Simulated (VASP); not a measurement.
Runs of VASP 6.6.1 on TiMoSe4. The structure is that of space group P-6m2 (No. 187), or close to it. The cells are those of the table. 

```csv
cell,k mesh,gap on the mesh (eV),pressure (GPa),moment (μB),largest force (eV/Å)
"a = 3.411, b = 3.411, c = 14.362 Å, angles 90.0, 90.0, 120.0°, 6 atoms",4 × 4 × 1,0.27,0.2,0.00,0.06
"a = 3.412, b = 3.412, c = 13.916 Å, angles 90.0, 90.0, 120.0°, 6 atoms",4 × 4 × 1,0.25,0.2,0.00,(b)
"a = 5.375, b = 5.375, c = 4.810 Å, angles 90.0, 90.0, 120.0°, 6 atoms",2 × 2 × 3,none,-1.0,0.00,(a)
"a = 3.409, b = 3.409, c = 14.352 Å, angles 90.0, 90.0, 120.0°, 6 atoms",4 × 4 × 1,0.26,0.3,0.00,0.04
```

Alike in all rows: task single point; level PBE; potentials or basis VASP PAW PBE potentials, release 64 (Ti_sv, Mo_sv, Se); spin collinear, ferromagnetic start; cutoff (eV) 520; smearing gaussian 0.15 eV.

Estimate the missing entries.

(a) 0.02; (b) 0.01.

Caveats: all runs use coarse meshes; this functional lacks dispersion, which binds the layers, so the pressure and a relaxed spacing across them are unreliable (some runs).

A k mesh can miss the band edges, and the runs leave out spin-orbit coupling on Mo, Se.

A gap of «none» marks levels without a gap at the run's occupations.
